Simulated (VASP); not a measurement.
Here is a VASP 6.6.1 calculation.

INCAR

```
SYSTEM = SnGeO2
  PREC = Accurate
  ENCUT = 1340
  EDIFF = 1E-6
  ISMEAR = 0
  SIGMA = 0.1
  LREAL = .False.
  LASPH = .True.
  NELM = 120
  ALGO = Normal
  ISIF = 2
  LWAVE = .False.
  LCHARG = .False.
  GGA = PE
  NBANDS = 28
  GGA_COMPAT = .False.
```

KPOINTS

```
Automatic mesh
0
Gamma
  4 4 4
  0 0 0
```

POSCAR

```
SnGeO2
1.0
    3.7482967000      0.0000000000      0.0000000000
    0.0000000000      3.7482967000      0.0000000000
    0.0000000000      0.0000000000      4.8073266000
Sn Ge O
1 1 2
Direct
    0.5000000000      0.5000000000      0.2405360000
    0.0000000000      0.0000000000      0.7829190000
    0.0000000000      0.5000000000      0.9882720000
    0.5000000000      0.0000000000      0.9882720000
```

Potentials or basis: VASP PAW PBE potentials, release 64 (Sn_d, Ge_d, O_h).

Run with:

```console
$ cat potpaw_PBE.64/Sn_d/POTCAR potpaw_PBE.64/Ge_d/POTCAR potpaw_PBE.64/O_h/POTCAR > POTCAR
$ mpirun -np 1 vasp_std > vasp.out
```

Q: Predict the band gap on the k mesh.

A: 1.17 eV (least direct gap 2.21 eV).

Q: Predict the pressure.

A: 0.3 GPa.

Stress tensor (GPa, compression positive):
```
0.22 0.00 0.00
0.00 0.22 0.00
0.00 0.00 0.34
```

Caveat: spin-orbit coupling is left out, which moves the levels of the heavy elements. A k mesh can miss the band edges.
